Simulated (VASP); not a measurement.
Input of a VASP 6.6.1 run:

INCAR

```
SYSTEM = TiInP
ALGO = Fast
EDIFF = 1E-6
EDIFFG = -0.01
ENCUT = 600
GGA = PE
IBRION = 2
ISIF = 3
ISMEAR = 0
LASPH = .TRUE.
LCHARG = .FALSE.
LREAL = .FALSE.
LWAVE = .FALSE.
NELM = 60
NSW = 100
PREC = Accurate
SIGMA = 0.1
```

The input KPOINTS:

```
k-points
0
G
  12 12 12
  0 0 0
```

The input POSCAR:

```
TiInP
1.0
    4.1446269724      0.0000000000      0.0000000000
   -2.0723134862      3.5893522473      0.0000000000
    0.0000000000      0.0000000000      4.0334271180
Ti In P
1 1 1
Direct
    0.6666666667      0.3333333333      0.5000000000
    0.0000000000      0.0000000000      0.0000000000
    0.3333333333      0.6666666667      0.5000000000
```

Potentials or basis: VASP PAW PBE potentials, release 64 (Ti_sv, In_d, P).

Run with:

```sh
$ cat potpaw_PBE.64/Ti_sv/POTCAR potpaw_PBE.64/In_d/POTCAR potpaw_PBE.64/P/POTCAR > POTCAR
$ mpirun -np 1 vasp_std > vasp.out
```

Q: Predict the space group after relaxing (to 0.1 Å).

A: P-6m2 (No. 187).

Q: Estimate the relaxed cell.

A: a = 4.145 Å, b = 4.145 Å, c = 4.028 Å, α = 90.00°, β = 90.00°, γ = 120.00°.

Q: Predict the relaxed volume.

A: 19.97 Å³/atom.

Q: Estimate the band gap on the k mesh.

A: Zero (bands 15 and 16 overlap by 1.44 eV).

The path:
| step | energy change (eV) | largest force (eV/Å) | pressure (GPa) | volume (Å³) |
| --- | --- | --- | --- | --- |
| 1 | 0.0000 | 0.0000 | -0.18 | 60.00 |
| 2 | -0.0005 | 0.0000 | 0.06 | 59.81 |
| 3 | -0.0005 | 0.0000 | 0.16 | 59.81 |
| 4 | -0.0006 | 0.0000 | 0.10 | 59.88 |
| 5 | -0.0006 | 0.0000 | 0.01 | 59.95 |
| 6 | -0.0006 | 0.0000 | 0.00 | 59.93 |
| 7 | -0.0006 | 0.0000 | 0.04 | 59.91 |
| 8 | -0.0006 | 0.0000 | 0.04 | 59.92 |
| 9 | -0.0006 | 0.0000 | 0.03 | 59.92 |
| 10 | -0.0006 | 0.0000 | 0.00 | 59.92 |

Caveat: spin-orbit coupling is left out, which moves the levels of the heavy elements.
